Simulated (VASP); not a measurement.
# Ta (P6/mmm) in VASP: a series of runs

Runs on Ta. Level: PBE. Tasks: relaxation of shape and atoms at fixed volume.

All numbers are computed with VASP 6.6.1; they aren't measurements. Logs are shortened: lines on timing, memory, paths and dates and some standing lists are left out, and cuts for length are marked.

**1. The cell of the first run**

It takes space group P6/mmm (No. 191, hexagonal). The conventional cell has a = 2.438 Å, b = 2.438 Å, c = 2.304 Å, α = 90.00°, β = 90.00°, γ = 120.00°. Ta (site symmetry 6/mmm) has 8 Ta at 2.30 to 2.44 Å within 3.0 Å.

**2. Relaxation of shape and atoms at fixed volume, PBE**

Contents of INCAR:

```
SYSTEM = Ta
ALGO = Normal
EDIFF = 1E-6
EDIFFG = -0.005
ENCUT = 600
GGA = PE
IBRION = 2
ISIF = 4
ISMEAR = -1
LASPH = .TRUE.
LCHARG = .FALSE.
LREAL = .FALSE.
LWAVE = .FALSE.
NELM = 80
NSW = 50
PREC = Accurate
SIGMA = 0.05
```

Contents of KPOINTS:

```
k-points
0
G
  17 17 16
  0 0 0
```

Contents of POSCAR:

```
Ta
1.0
    2.4384059196      0.0000000000      0.0000000000
   -1.2192029598      2.1117214711      0.0000000000
    0.0000000000      0.0000000000      2.3041462890
Ta
1
Direct
    0.0000000000      0.0000000000      0.0000000000
```

Potentials or basis: VASP PAW PBE potentials, release 64 (Ta_pv).

On the command line:

```bash
cat potpaw_PBE.64/Ta_pv/POTCAR > POTCAR
mpirun -np 1 vasp_std > vasp.out
```

OUTCAR:

```text
SYSTEM = Ta
   EDIFF = 1E-6
   EDIFFG = -0.005
   ENCUT = 600
   GGA = PE
   IBRION = 2
   ISIF = 4
   ISMEAR = -1
   LASPH = .TRUE.
   LREAL = .FALSE.
   NELM = 80
   NSW = 50
   PREC = Accurate

 ion  position               nearest neighbor table
   1  0.000  0.000  0.000-

  LATTYP: Found a hexagonal cell.
 ALAT       =     2.4384059196
 C/A-ratio  =     0.9449395896

  Lattice vectors:

 A1 = (   2.4384059196,   0.0000000000,   0.0000000000)
 A2 = (  -1.2192029598,   2.1117214711,   0.0000000000)
 A3 = (   0.0000000000,   0.0000000000,   2.3041462890)

Analysis of symmetry for initial positions (statically):
=====================================================================
 Subroutine PRICEL returns:
 Original cell was already a primitive cell.

 Routine SETGRP: Setting up the symmetry group for a
 hexagonal supercell.

 Subroutine GETGRP returns: Found 24 space group operations
 (whereof 24 operations were pure point group operations)
 out of a pool of 24 trial point group operations.

The static configuration has the point symmetry D_6h.

Analysis of symmetry for dynamics (positions and initial velocities):
=====================================================================
 Subroutine PRICEL returns:
 Original cell was already a primitive cell.

 Routine SETGRP: Setting up the symmetry group for a
 hexagonal supercell.

 Subroutine GETGRP returns: Found 24 space group operations
 (whereof 24 operations were pure point group operations)
 out of a pool of 24 trial point group operations.

The dynamic configuration has the point symmetry D_6h.

 Subroutine INISYM returns: Found 24 space group operations
 (whereof 24 operations are pure point group operations),
 and found     1 'primitive' translations

----------------------------------------------------------------------------------------

                                     Primitive cell

  volume of cell :      11.8646

  direct lattice vectors                    reciprocal lattice vectors
     2.438405920  0.000000000  0.000000000     0.410103991  0.236773650  0.000000000
    -1.219202960  2.111721471  0.000000000     0.000000000  0.473547300  0.000000000
     0.000000000  0.000000000  2.304146289     0.000000000  0.000000000  0.434000222

  length of vectors
[... 87 lines left out ...]
   ISYM   =      2    0-nonsym 1-usesym 2-fastsym
   POTIM  = 0.5000    time-step for ionic-motion
   TEBEG  =    0.0;   TEEND  =   0.0 temperature during run
   PSTRESS=    0.0 pullay stress
   NELECT =      11.0000    total number of electrons
   NUPDOWN=      -1.0000    fix difference up-down
   EMIN   =  10.00;   EMAX   =-10.00  energy-range for DOS
   EFERMI =   0.00;   METHOD = LEGACY
   ISMEAR =    -1;   SIGMA  =   0.05  broadening in eV -4-tet -1-fermi 0-gaus
   EFERMI_NEDOS =   21; number of points for ismear=-14 and -15
   IALGO  =     38    algorithm
   IMIX   =      4    mixing-type and parameters
     AMIX     =   0.40;   BMIX     =  1.00
     AMIX_MAG =   1.60;   BMIX_MAG =  1.00
  volume/ion in A,a.u.               =      11.86        80.07
  Fermi-wavevector in a.u.,A,eV,Ry     =   1.596326  3.016618 34.671123  2.548256
  Thomas-Fermi vector in A             =   2.694106
   LORBIT       =      0    0 simple, 1 ext, 2 COOP (PROOUT), +10 PAW based schemes
   GGA     = PE    functional components
   LHFCALC =     F    Hartree Fock is set to
   AEXX    =    0.0000 exact exchange contribution
   IVDW    =     0    specifies the selected vdW correction
   LEPSILON=     F    determine dielectric tensor
   LRPA    =     F    only Hartree local field effects (RPA)
 conjugate gradient relaxation of ions
 non-spin polarized calculation
  energy-cutoff  :      600.00
  volume of cell :       11.86
 maximum number of plane-waves:       411
 NGX is ok and might be reduce to    20
   NGX =  9   NGY =  9   NGZ =  9

--------------------------------------- Ionic step        1  -------------------------------------------

 number of electron      11.0000002 magnetization

 Free energy of the ion-electron system (eV)
  ---------------------------------------------------
  ext. energy  EPLUGINS =         0.00000000
  ---------------------------------------------------
  free energy    TOTEN  =        -7.52678322 eV

  energy without entropy =       -7.52213068  energy(sigma->0) =       -7.52445695

------------------------ aborting loop because EDIFF is reached ----------------------------------------

  FORCE on cell =-STRESS in cart. coord.  units (eV):
  Direction    XX          YY          ZZ          XY          YZ          ZX
  --------------------------------------------------------------------------------------
  -------------------------------------------------------------------------------------
  Total       16.4216547     16.4216547     16.3860979      0.0000000      0.0000000      0.0000000
  in kB     2217.5570953   2217.5570953   2212.7555592      0.0000000      0.0000000      0.0000000
  external PRESSURE =    2215.9565833 kB  Pullay stress =       0.0000000 kB
[... 57 lines left out ...]
--------------------------------------- Ionic step        3  -------------------------------------------

 number of electron      11.0000002 magnetization

 Free energy of the ion-electron system (eV)
  ---------------------------------------------------
  ext. energy  EPLUGINS =         0.00000000
  ---------------------------------------------------
  free energy    TOTEN  =        -7.52678723 eV

  energy without entropy =       -7.52213284  energy(sigma->0) =       -7.52446003

 E-fermi :  10.1931     XC(G=0): -14.8561

 val. band max:       10.1821748452   @ k =   0.1765   0.1176   0.5000
 cond. band min:      10.2168142268   @ k =   0.0588   0.0000   0.0625
 fundamental gap:      0.0346393816
 Fermi energy:        10.1930873480

 k-point     1 :       0.0000    0.0000    0.0000
  band No.  band energies     occupation
      1     -22.0791      2.00000
      2     -22.0087      2.00000
      3     -22.0087      2.00000
      4       0.5472      2.00000
      5       4.2306      2.00000
      6       9.9146      1.99241
      7       9.9146      1.99241
      8      20.8543      0.00000
      9      20.8543      0.00000
[... 265 lines left out ...]
 k-point    24 :       0.1765    0.1765    0.0000
  band No.  band energies     occupation
      1     -25.0595      2.00000
      2     -23.1142      2.00000
      3     -21.6764      2.00000
      4       4.5557      2.00000
      5       6.6465      2.00000
      6       7.3153      2.00000
      7      15.1534      0.00000
      8      16.6323      0.00000
      9      18.8282      0.00000

 [... further k-points ...]
[... 5 lines left out ...]
  --------------------------------------------------------------------------------------
  -------------------------------------------------------------------------------------
  Total       16.4085043     16.4085043     16.4049511      0.0000000      0.0000000     -0.0000000
  in kB     2215.7812750   2215.7812750   2215.3014609      0.0000000      0.0000000     -0.0000000
  external PRESSURE =    2215.6213370 kB  Pullay stress =       0.0000000 kB
[... 16 lines left out ...]
  FREE ENERGIE OF THE ION-ELECTRON SYSTEM (eV)
  ---------------------------------------------------
  free  energy   TOTEN  =        -7.5267872281 eV

  energy  without entropy=       -7.5221328396  energy(sigma->0) =       -7.52446003

 reached required accuracy - stopping structural energy minimisation
```

CONTCAR:

```text
Ta
   1.00000000000000
     2.4386677079151080    0.0000000000000000    0.0000000000000000
    -1.2193338539575540    2.1119481864277398   -0.0000000000000000
     0.0000000000000000    0.0000000000000000    2.3036516203809683
  Ta
     1
Direct
     0.0000000000000000    0.0000000000000000    0.0000000000000000

  0.00000000E+00  0.00000000E+00  0.00000000E+00
```

It took 19 s on 1 thread of Intel Xeon 6975P-C (Granite Rapids), shared host; peak memory 0.16 GiB.

Results:

- Free energy: -7.5268 eV
- Energy gained by relaxing: 0.0 meV/atom
- Ionic steps: 3
- Pressure after relaxing: 221.6 GPa

Final structure:
```
CELL_PARAMETERS angstrom
2.43867 0.00000 0.00000
-1.21933 2.11195 0.00000
0.00000 0.00000 2.30365
ATOMIC_POSITIONS crystal
Ta 0.00000 0.00000 0.00000
```

Caveat: spin-orbit coupling is left out, which moves the levels of the heavy elements.

**3. Relaxation of shape and atoms at fixed volume, PBE**

This run uses another cell than the first one, of 13.84 Å³/atom, 1.167 times its volume.

Contents of INCAR:

```
PREC = Accurate
ENCUT = 600
EDIFF = 1E-7
ISMEAR = -1
SIGMA = 0.05
LREAL = False
LASPH = True
NELM = 60
ALGO = Normal
ISIF = 4
LWAVE = False
LCHARG = False
GGA = PE
IBRION = 2
NSW = 50
EDIFFG = -0.005
```

Contents of KPOINTS:

```
Automatic mesh
0
Gamma
  17 17 16
```

Contents of POSCAR:

```
Ta
1.0
    2.5669747722      0.0000000000      0.0000000000
   -1.2834873861      2.2230653636      0.0000000000
    0.0000000000      0.0000000000      2.4256360878
Ta
1
Direct
    0.0000000000      0.0000000000      0.0000000000
```

Potentials or basis: VASP PAW PBE potentials, release 64 (Ta_pv).

On the command line:

```bash
cat potpaw_PBE.64/Ta_pv/POTCAR > POTCAR
mpirun -np 1 vasp_std > vasp.out
```

Run time: 29 s. Hardware: 1 thread of Intel Xeon 6975P-C (Granite Rapids), shared host; peak memory 0.18 GiB.

The run converged. Its results:

| Item | Value |
| --- | --- |
| Free energy | -9.5366 eV |
| Energy gained by relaxing | 0.3 meV/atom |
| Ionic steps | 3 |
| Pressure after relaxing | 114.9 GPa |

The path:
```
step  energy change (eV)  largest force (eV/Å)  pressure (GPa)  volume (Å³)
   1              0.0000                0.0000          114.85        13.84
   2              0.0033                0.0000          115.10        13.84
   3             -0.0003                0.0000          114.90        13.84
```

Final structure:
```xyz
1
Lattice="2.5645 0.0000 0.0000 -1.2822 2.2209 0.0000 0.0000 0.0000 2.4304" Properties=species:S:1:pos:R:3 pbc="T T T"
Ta    0.0000    0.0000    0.0000
```

Levels at points of the mesh, in eV from the Fermi level:
| k point | band 2 | band 3 | band 4 | band 5 | band 6 | band 7 | band 8 | band 9 |
| --- | --- | --- | --- | --- | --- | --- | --- | --- |
| (0.00, 0.00, 0.00) | -32.65 | -32.65 | -9.26 | -4.84 | 0.07 | 0.07 | 9.01 | 9.01 |
| (0.00, 0.00, 0.50) | -32.34 | -32.34 | -5.05 | 0.19 | 1.47 | 1.47 | 3.18 | 3.18 |

Caveat: spin-orbit coupling is left out, which moves the levels of the heavy elements.
